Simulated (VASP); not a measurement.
SnO2: single point with BLYP

SnO2:

```xyz
3
Lattice="0.0000 2.5741 2.5741 2.5741 0.0000 2.5741 2.5741 2.5741 0.0000" Properties=species:S:1:pos:R:3 pbc="T T T"
Sn    0.0000    0.0000    0.0000
O     3.8612    3.8612    3.8612
O     1.2871    1.2871    1.2871
```

| Property | Result |
| --- | --- |
| Program | VASP 6.6.1 |
| Task | single point |
| Functional | BLYP |
| Potentials or basis | VASP PAW PBE potentials, release 64 (Sn_d, O) |
| Cutoff | 520 eV |
| k mesh | 9 × 9 × 9 |
| Occupations | fermi-dirac, width 0.05 eV |
| Spin | no spin polarisation |
| Dipole correction | no |
| Further INCAR settings | ALGO = Normal; EDIFF = 1e-07; NBANDS = 20 |

```json
{"Pressure": "6.5 GPa", "Band gap on the k mesh": "zero (bands 13 and 14 overlap by 0.05 eV)"}
```

Levels at points of the mesh, in eV from the Fermi level:
| k point | band 11 | band 12 | band 13 | band 14 | band 15 | band 16 |
| --- | --- | --- | --- | --- | --- | --- |
| (0.00, 0.00, 0.00) | -1.42 | -1.42 | -1.42 | -0.26 | 6.95 | 6.95 |

Wall time 61 s on 1 thread of Intel Xeon 8259CL, with other jobs on the host, peak memory 0.17 GiB.

Caveat: the cell stands under pressure; semilocal functionals underestimate gaps, so a narrow gap can read as zero; the PAW data sets were made with another functional, which shifts forces and pressure a little; spin-orbit coupling is left out, which moves the levels of the heavy elements.
